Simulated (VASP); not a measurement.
# TiAl (dq13) (P4/mmm) in VASP: further runs

The runs below take TiAl (dq13) through single point, with LDA.

Everything below comes from runs of VASP 6.6.1. Logs are shortened: lines on timing, memory, paths and dates and some standing lists are left out, and cuts for length are marked.

**1. The cell of the first run**

It takes space group P4/mmm (No. 123, tetragonal). Conventional cell: a = 2.811 Å, b = 2.811 Å, c = 4.066 Å, α = 90.00°, β = 90.00°, γ = 90.00°. Within 3.7 Å of Ti (site symmetry 4/mmm) lie 4 Ti at 2.81 Å and 8 Al at 2.84 Å. Within 3.7 Å of Al (site symmetry 4/mmm) lie 4 Al at 2.81 Å and 8 Ti at 2.84 Å.

**2. Single point, LDA**

INCAR

```
ALGO = Normal ; EDIFF = 1E-6
ENCUT = 520 ; ISIF = 2
ISMEAR = 0 ; LASPH = T
LCHARG = T ; LELF = T
LREAL = F ; LVHAR = T
LWAVE = F ; NBANDS = 14
NELM = 80 ; PREC = Accurate
SIGMA = 0.1
```

KPOINTS

```
k-points
0
Gamma
  6 6 4
```

POSCAR

```
TiAl
1.0
    2.8107518100      0.0000000000      0.0000000000
    0.0000000000      2.8107518100      0.0000000000
    0.0000000000      0.0000000000      4.0664219200
Ti Al
1 1
Direct
    0.5000000000      0.5000000000      0.5000000000
    0.0000000000      0.0000000000      0.0000000000
```

Potentials or basis: VASP PAW LDA potentials, release 64 (Ti_sv, Al).

Run with:

```
$ cat potpaw_LDA.64/Ti_sv/POTCAR potpaw_LDA.64/Al/POTCAR > POTCAR
$ mpirun -np 1 vasp_std > vasp.out
```

OUTCAR:

```text
EDIFF = 1E-6
   ENCUT = 520
   ISIF = 2
   ISMEAR = 0
   LASPH = T
   LREAL = F
   NELM = 80
   PREC = Accurate

 ion  position               nearest neighbor table
   1  0.500  0.500  0.500-   2 2.84   2 2.84   2 2.84   2 2.84   2 2.84   2 2.84   2 2.84   2 2.84

   2  0.000  0.000  0.000-   1 2.84   1 2.84   1 2.84   1 2.84   1 2.84   1 2.84   1 2.84   1 2.84

  LATTYP: Found a simple tetragonal cell.
 ALAT       =     2.8107518100
 C/A-ratio  =     1.4467381665

  Lattice vectors:

 A1 = (   2.8107518100,   0.0000000000,   0.0000000000)
 A2 = (   0.0000000000,   2.8107518100,   0.0000000000)
 A3 = (   0.0000000000,   0.0000000000,   4.0664219200)

Analysis of symmetry for initial positions (statically):
=====================================================================
 Subroutine PRICEL returns:
 Original cell was already a primitive cell.

 Routine SETGRP: Setting up the symmetry group for a
 simple tetragonal supercell.

 Subroutine GETGRP returns: Found 16 space group operations
 (whereof 16 operations were pure point group operations)
 out of a pool of 16 trial point group operations.

The static configuration has the point symmetry D_4h.

Analysis of symmetry for dynamics (positions and initial velocities):
=====================================================================
 Subroutine PRICEL returns:
 Original cell was already a primitive cell.

 Routine SETGRP: Setting up the symmetry group for a
 simple tetragonal supercell.

 Subroutine GETGRP returns: Found 16 space group operations
 (whereof 16 operations were pure point group operations)
 out of a pool of 16 trial point group operations.

The dynamic configuration has the point symmetry D_4h.

 Subroutine INISYM returns: Found 16 space group operations
 (whereof 16 operations are pure point group operations),
 and found     1 'primitive' translations

----------------------------------------------------------------------------------------

                                     Primitive cell

  volume of cell :      32.1261

  direct lattice vectors                    reciprocal lattice vectors
     2.810751810  0.000000000  0.000000000     0.355776699  0.000000000  0.000000000
     0.000000000  2.810751810  0.000000000     0.000000000  0.355776699  0.000000000
     0.000000000  0.000000000  4.066421920     0.000000000  0.000000000  0.245916439

  length of vectors
[... 92 lines left out ...]
   PSTRESS=    0.0 pullay stress
   NELECT =      15.0000    total number of electrons
   NUPDOWN=      -1.0000    fix difference up-down
   EMIN   =  10.00;   EMAX   =-10.00  energy-range for DOS
   EFERMI =   0.00;   METHOD = LEGACY
   ISMEAR =     0;   SIGMA  =   0.10  broadening in eV -4-tet -1-fermi 0-gaus
   EFERMI_NEDOS =   21; number of points for ismear=-14 and -15
   IALGO  =     38    algorithm
   IMIX   =      4    mixing-type and parameters
     AMIX     =   0.40;   BMIX     =  1.00
     AMIX_MAG =   1.60;   BMIX_MAG =  1.00
  volume/ion in A,a.u.               =      16.06       108.40
  Fermi-wavevector in a.u.,A,eV,Ry     =   1.270046  2.400039 21.946425  1.613017
  Thomas-Fermi vector in A             =   2.403054
   LORBIT       =      0    0 simple, 1 ext, 2 COOP (PROOUT), +10 PAW based schemes
   GGA     = CA    functional components
   LHFCALC =     F    Hartree Fock is set to
   AEXX    =    0.0000 exact exchange contribution
   IVDW    =     0    specifies the selected vdW correction
   LEPSILON=     F    determine dielectric tensor
   LRPA    =     F    only Hartree local field effects (RPA)
 non-spin polarized calculation
 Gauss-broadening in eV      SIGMA  =   0.10
  energy-cutoff  :      520.00
  volume of cell :       32.13
 maximum number of plane-waves:       888
 NGX is ok and might be reduce to    24
   NGX = 11   NGY = 11   NGZ = 15

 number of electron      14.9999999 magnetization

 Free energy of the ion-electron system (eV)
  ---------------------------------------------------
  ext. energy  EPLUGINS =         0.00000000
  ---------------------------------------------------
  free energy    TOTEN  =       -13.56340313 eV

  energy without entropy =      -13.55663059  energy(sigma->0) =      -13.56001686

 E-fermi :   8.1912     XC(G=0): -11.3085

 val. band max:        8.1378334735   @ k =   0.1667   0.0000   0.2500
 cond. band min:       8.2431635378   @ k =   0.1667   0.1667   0.2500
 fundamental gap:      0.1053300643
 Fermi energy:         8.1911612201

 k-point     1 :       0.0000    0.0000    0.0000
  band No.  band energies     occupation
      1     -47.7992      2.00000
      2     -24.5818      2.00000
      3     -24.1155      2.00000
      4     -24.1155      2.00000
      5      -0.8226      2.00000
      6       6.2594      2.00000
      7       7.2839      2.00000
      8       7.8608      2.00000
      9      10.2820      0.00000
     10      10.2820      0.00000
     11      11.4017      0.00000
     12      14.3349      0.00000
     13      16.6388      0.00000
     14      16.6388      0.00000
[... 377 lines left out ...]
      1     -47.7342      2.00000
      2     -24.6226      2.00000
      3     -24.5324      2.00000
      4     -24.0697      2.00000
      5       3.2637      2.00000
      6       5.3252      2.00000
      7       6.9621      2.00000
      8       7.1282      2.00000
      9       9.4655      0.00000
     10       9.8728      0.00000
     11      10.4245      0.00000
     12      11.9331      0.00000
     13      13.9130      0.00000
     14      20.4959      0.00000

 [... further k-points ...]

------------------------ aborting loop because EDIFF is reached ----------------------------------------

  FORCE on cell =-STRESS in cart. coord.  units (eV):
  Direction    XX          YY          ZZ          XY          YZ          ZX
  --------------------------------------------------------------------------------------
  -------------------------------------------------------------------------------------
  Total       -1.0663306     -1.0663306     -1.0676976      0.0000000     -0.0000000      0.0000000
  in kB      -53.1795932    -53.1795932    -53.2477676      0.0000000     -0.0000000      0.0000000
  external PRESSURE =     -53.2023180 kB  Pullay stress =       0.0000000 kB

 VOLUME and BASIS-vectors are now :
 -----------------------------------------------------------------------------
  energy-cutoff  :      520.00
  volume of cell :       32.13
      direct lattice vectors                 reciprocal lattice vectors
     2.810751810  0.000000000  0.000000000     0.355776699  0.000000000  0.000000000
     0.000000000  2.810751810  0.000000000     0.000000000  0.355776699  0.000000000
     0.000000000  0.000000000  4.066421920     0.000000000  0.000000000  0.245916439

 POSITION                                       TOTAL-FORCE (eV/Angst)
 -----------------------------------------------------------------------------------
      1.40538      1.40538      2.03321         0.000000      0.000000      0.000000
      0.00000      0.00000      0.00000         0.000000      0.000000      0.000000
 -----------------------------------------------------------------------------------
    total drift:                                0.000000      0.000000     -0.000000

  FREE ENERGIE OF THE ION-ELECTRON SYSTEM (eV)
  ---------------------------------------------------
  free  energy   TOTEN  =       -13.5634031282 eV

  energy  without entropy=      -13.5566305888  energy(sigma->0) =      -13.56001686
```

It took 5.5 s on 1 thread of Intel Xeon 6975P-C (Granite Rapids), shared host; peak memory 0.13 GiB.

Results:

```yaml
Free_energy: -13.5634 eV
Pressure: -5.3 GPa
```

Levels at points of the mesh, in eV from the Fermi level:
| k point | band 4 | band 5 | band 6 | band 7 | band 8 | band 9 | band 10 | band 11 | band 12 | band 13 |
| --- | --- | --- | --- | --- | --- | --- | --- | --- | --- | --- |
| (0.00, 0.00, 0.00) | -32.31 | -9.01 | -1.93 | -0.91 | -0.33 | 2.09 | 2.09 | 3.21 | 6.14 | 8.45 |
| (0.50, 0.00, 0.00) | -32.26 | -4.50 | -4.49 | -1.77 | -0.33 | 1.63 | 2.45 | 4.32 | 5.15 | 5.37 |
| (0.50, 0.50, 0.00) | -32.65 | -3.24 | -0.42 | -0.38 | -0.38 | -0.29 | -0.29 | 4.22 | 4.91 | 6.02 |
| (0.00, 0.00, 0.50) | -32.31 | -7.53 | -5.25 | -0.75 | 0.52 | 1.75 | 1.75 | 3.22 | 8.04 | 9.43 |
| (0.50, 0.00, 0.50) | -32.26 | -4.93 | -2.87 | -1.23 | -1.06 | 1.27 | 1.68 | 2.23 | 3.74 | 5.72 |
| (0.50, 0.50, 0.50) | -32.66 | -2.59 | -2.28 | -2.28 | 1.79 | 2.04 | 2.82 | 4.23 | 4.27 | 4.27 |

Caveat: the k points lie up to 0.39 Å⁻¹ apart.

**3. Single point, LDA**

This run uses another cell than the first one, of 15.29 Å³/atom, 0.952 times its volume.

INCAR

```
SYSTEM = TiAl
PREC     = Accurate       ! precision mode
ENCUT    = 520            ! plane-wave cutoff, eV
EDIFF    = 1E-6           ! SCF threshold, eV
ISMEAR   = 0              ! smearing method
SIGMA    = 0.1            ! smearing width, eV
LREAL    = .False.        ! projectors in reciprocal space
LASPH    = .True.         ! aspherical terms in the spheres
NELM     = 60             ! most SCF steps
ALGO     = Normal         ! electronic algorithm
ISIF     = 2              ! what is computed and relaxed
LWAVE    = .False.        ! write WAVECAR
LCHARG   = .False.        ! write CHGCAR
NBANDS   = 14             ! bands
```

KPOINTS

```
regular mesh
0
Gamma
  12 12 10
  0 0 0
```

POSCAR

```
TiAl
1.0
    2.7676558817      0.0000000000      0.0000000000
    0.0000000000      2.7676558817      0.0000000000
    0.0000000000      0.0000000000      3.9933114970
Ti Al
1 1
Direct
    0.5000000000      0.5000000000      0.5000000000
    0.0000000000      0.0000000000      0.0000000000
```

Potentials or basis: VASP PAW LDA potentials, release 64 (Ti_sv, Al).

Run with:

```
$ cat potpaw_LDA.64/Ti_sv/POTCAR potpaw_LDA.64/Al/POTCAR > POTCAR
$ mpirun -np 1 vasp_std > vasp.out
```

Wall time 27 s (1 thread of Intel Xeon 6975P-C (Granite Rapids), shared host); peak memory 0.19 GiB.

It converged, with:

- Free energy: -13.5921 eV
- Pressure: 0.2 GPa

Levels at points of the mesh, in eV from the Fermi level:
```csv
k point,band 5,band 6,band 7,band 8,band 9,band 10,band 11,band 12
"(0.00, 0.00, 0.00)",-9.22,-1.97,-0.91,-0.22,2.29,2.29,3.48,6.61
"(0.50, 0.00, 0.00)",-4.63,-4.51,-1.81,-0.28,1.79,2.69,4.68,5.37
"(0.50, 0.50, 0.00)",-3.35,-0.45,-0.35,-0.35,-0.27,-0.27,4.57,5.41
"(0.00, 0.00, 0.50)",-7.66,-5.31,-0.73,0.63,1.92,1.92,3.50,8.13
"(0.50, 0.00, 0.50)",-5.04,-2.94,-1.19,-0.99,1.43,1.84,2.44,4.11
"(0.50, 0.50, 0.50)",-2.70,-2.37,-2.37,2.08,2.26,2.84,4.51,4.51
```

**4. Single point, LDA**

This run uses another cell than the first one, of 15.33 Å³/atom, 0.954 times its volume.

INCAR

```
SYSTEM = TiAl
ALGO     = Fast           ! electronic algorithm
EDIFF    = 1E-6           ! SCF threshold, eV
ENCUT    = 520            ! plane-wave cutoff, eV
ISIF     = 2              ! what is computed and relaxed
ISMEAR   = -1             ! smearing method
LASPH    = .True.         ! aspherical terms in the spheres
LCHARG   = .False.        ! write CHGCAR
LREAL    = .False.        ! projectors in reciprocal space
LWAVE    = .False.        ! write WAVECAR
NBANDS   = 14             ! bands
NELM     = 60             ! most SCF steps
PREC     = Accurate       ! precision mode
SIGMA    = 0.15           ! smearing width, eV
```

KPOINTS

```
k-points
0
Gamma
  12 12 12
  0 0 0
```

POSCAR

```
TiAl
1.0
    2.7689159860      0.0000000000      0.0000000000
    0.0000000000      2.7689159860      0.0000000000
    0.0000000000      0.0000000000      3.9980722979
Ti Al
1 1
Direct
    0.5000000000      0.5000000000      0.5000000000
    0.0000000000      0.0000000000      0.0000000000
```

Potentials or basis: VASP PAW LDA potentials, release 64 (Ti_sv, Al).

Run with:

```
$ cat potpaw_LDA.64/Ti_sv/POTCAR potpaw_LDA.64/Al/POTCAR > POTCAR
$ mpirun -np 1 vasp_std > vasp.out
```

OUTCAR:

```text
SYSTEM = TiAl
   EDIFF = 1E-6
   ENCUT = 520
   ISIF = 2
   ISMEAR = -1
   LASPH = .True.
   LREAL = .False.
   NELM = 60
   PREC = Accurate

 ion  position               nearest neighbor table
   1  0.500  0.500  0.500-   2 2.80   2 2.80   2 2.80   2 2.80   2 2.80   2 2.80   2 2.80   2 2.80

   2  0.000  0.000  0.000-   1 2.80   1 2.80   1 2.80   1 2.80   1 2.80   1 2.80   1 2.80   1 2.80

  LATTYP: Found a simple tetragonal cell.
 ALAT       =     2.7689159860
 C/A-ratio  =     1.4439124618

  Lattice vectors:

 A1 = (   2.7689159860,   0.0000000000,   0.0000000000)
 A2 = (   0.0000000000,   2.7689159860,   0.0000000000)
 A3 = (   0.0000000000,   0.0000000000,   3.9980722979)

Analysis of symmetry for initial positions (statically):
=====================================================================
 Subroutine PRICEL returns:
 Original cell was already a primitive cell.

 Routine SETGRP: Setting up the symmetry group for a
 simple tetragonal supercell.

 Subroutine GETGRP returns: Found 16 space group operations
 (whereof 16 operations were pure point group operations)
 out of a pool of 16 trial point group operations.

The static configuration has the point symmetry D_4h.

Analysis of symmetry for dynamics (positions and initial velocities):
=====================================================================
 Subroutine PRICEL returns:
 Original cell was already a primitive cell.

 Routine SETGRP: Setting up the symmetry group for a
 simple tetragonal supercell.

 Subroutine GETGRP returns: Found 16 space group operations
 (whereof 16 operations were pure point group operations)
 out of a pool of 16 trial point group operations.

The dynamic configuration has the point symmetry D_4h.

 Subroutine INISYM returns: Found 16 space group operations
 (whereof 16 operations are pure point group operations),
 and found     1 'primitive' translations

----------------------------------------------------------------------------------------

                                     Primitive cell

  volume of cell :      30.6528

  direct lattice vectors                    reciprocal lattice vectors
[... 122 lines left out ...]
 maximum number of plane-waves:       856
 NGX is ok and might be reduce to    24
   NGX = 11   NGY = 11   NGZ = 15

 number of electron      14.9999998 magnetization

 Free energy of the ion-electron system (eV)
  ---------------------------------------------------
  ext. energy  EPLUGINS =         0.00000000
  ---------------------------------------------------
  free energy    TOTEN  =       -13.65108394 eV

  energy without entropy =      -13.52480292  energy(sigma->0) =      -13.58794343

 E-fermi :   8.7069     XC(G=0): -11.5124

 val. band max:        8.6949508655   @ k =   0.4167   0.1667   0.4167
 cond. band min:       8.7235577221   @ k =   0.1667   0.0833   0.2500
 fundamental gap:      0.0286068566
 Fermi energy:         8.7069050609

 k-point     1 :       0.0000    0.0000    0.0000
  band No.  band energies     occupation
      1     -47.1259      2.00000
      2     -23.8993      2.00000
      3     -23.4240      2.00000
      4     -23.4240      2.00000
      5      -0.5470      2.00000
      6       6.7042      2.00000
      7       7.7529      1.99655
      8       8.4369      1.71629
      9      10.9647      0.00000
     10      10.9647      0.00000
     11      12.1441      0.00000
     12      15.2605      0.00000
     13      17.4509      0.00000
     14      17.4510      0.00000
[... 377 lines left out ...]
      1     -46.9981      2.00000
      2     -23.9122      2.00000
      3     -23.7963      2.00000
      4     -23.7792      2.00000
      5       4.4184      2.00000
      6       6.6190      2.00000
      7       7.9469      1.98747
      8       8.5573      1.46112
      9       8.8641      0.51932
     10       9.9759      0.00042
     11      12.6758      0.00000
     12      14.9133      0.00000
     13      15.6857      0.00000
     14      16.4499      0.00000

 [... further k-points ...]

------------------------ aborting loop because EDIFF is reached ----------------------------------------

  FORCE on cell =-STRESS in cart. coord.  units (eV):
  Direction    XX          YY          ZZ          XY          YZ          ZX
  --------------------------------------------------------------------------------------
  -------------------------------------------------------------------------------------
  Total        0.0273510      0.0273510      0.0361264      0.0000000     -0.0000000      0.0000000
  in kB        1.4295968      1.4295968      1.8882727      0.0000000     -0.0000000      0.0000000
  external PRESSURE =       1.5824888 kB  Pullay stress =       0.0000000 kB

 VOLUME and BASIS-vectors are now :
 -----------------------------------------------------------------------------
  energy-cutoff  :      520.00
  volume of cell :       30.65
      direct lattice vectors                 reciprocal lattice vectors
     2.768915986  0.000000000  0.000000000     0.361152164  0.000000000  0.000000000
     0.000000000  2.768915986  0.000000000     0.000000000  0.361152164  0.000000000
     0.000000000  0.000000000  3.998072298     0.000000000  0.000000000  0.250120539

 POSITION                                       TOTAL-FORCE (eV/Angst)
 -----------------------------------------------------------------------------------
      1.38446      1.38446      1.99904         0.000000      0.000000      0.000000
      0.00000      0.00000      0.00000         0.000000      0.000000      0.000000
 -----------------------------------------------------------------------------------
    total drift:                                0.000000      0.000000     -0.000000

  FREE ENERGIE OF THE ION-ELECTRON SYSTEM (eV)
  ---------------------------------------------------
  free  energy   TOTEN  =       -13.6510839383 eV

  energy  without entropy=      -13.5248029227  energy(sigma->0) =      -13.58794343
```

stdout:

```text
POSCAR found type information on POSCAR TiAl
 POSCAR found :  2 types and       2 ions
 scaLAPACK will be used
 LDA part: xc-table for (Slater(with rela. corr.)+CA(PZ))
 , standard interpolation
 POSCAR, INCAR and KPOINTS ok, starting setup
 FFT: planning ... GRIDC
 FFT: planning ... GRID_SOFT
 FFT: planning ... GRID
 WAVECAR not read
 entering main loop
WARNING in EDDRMM: call to ZHEGV failed, returncode =   8  4      8
WARNING in EDDRMM: call to ZHEGV failed, returncode =   6  3     12
```

Run time: 68 s. Hardware: 1 thread of Intel Xeon 6975P-C (Granite Rapids), shared host; peak memory 0.2 GiB.

What came out:

| Property | Result |
| --- | --- |
| Free energy | -13.6511 eV |
| Pressure | 0.2 GPa |

Levels at points of the mesh, in eV from the Fermi level:
```csv
k point,band 4,band 5,band 6,band 7,band 8,band 9,band 10,band 11,band 12,band 13
"(0.00, 0.00, 0.00)",-32.13,-9.25,-2.00,-0.95,-0.27,2.26,2.26,3.44,6.55,8.74
"(0.50, 0.00, 0.00)",-32.08,-4.66,-4.55,-1.85,-0.32,1.74,2.65,4.71,5.31,5.54
"(0.50, 0.50, 0.00)",-32.46,-3.39,-0.48,-0.39,-0.39,-0.30,-0.30,4.52,5.35,6.22
"(0.00, 0.00, 0.50)",-32.13,-7.70,-5.35,-0.77,0.60,1.88,1.88,3.45,8.08,9.58
"(0.50, 0.00, 0.50)",-32.08,-5.07,-2.97,-1.23,-1.03,1.39,1.79,2.41,4.06,6.08
"(0.50, 0.50, 0.50)",-32.48,-2.74,-2.40,-2.40,2.02,2.22,2.80,4.46,4.46,5.30
```

**5. Summary**

| cell | k mesh | smearing | gap on the mesh (eV) | pressure (GPa) |
| --- | --- | --- | --- | --- |
| a = 2.811, b = 2.811, c = 4.066 Å, 2 atoms | 6 × 6 × 4 | gaussian 0.1 eV | none | -5.3 |
| a = 2.768, b = 2.768, c = 3.993 Å, 2 atoms | 12 × 12 × 10 | gaussian 0.1 eV | none | 0.2 |
| a = 2.769, b = 2.769, c = 3.998 Å, 2 atoms | 12 × 12 × 12 | fermi-dirac 0.15 eV | none | 0.2 |

Alike in all rows: task single point; level LDA; potentials or basis VASP PAW LDA potentials, release 64 (Ti_sv, Al); no spin polarisation; cutoff (eV) 520.

Caveats: some runs use coarse meshes.

Total energies depend on the potentials used, so only differences within one code and one set of settings carry meaning.
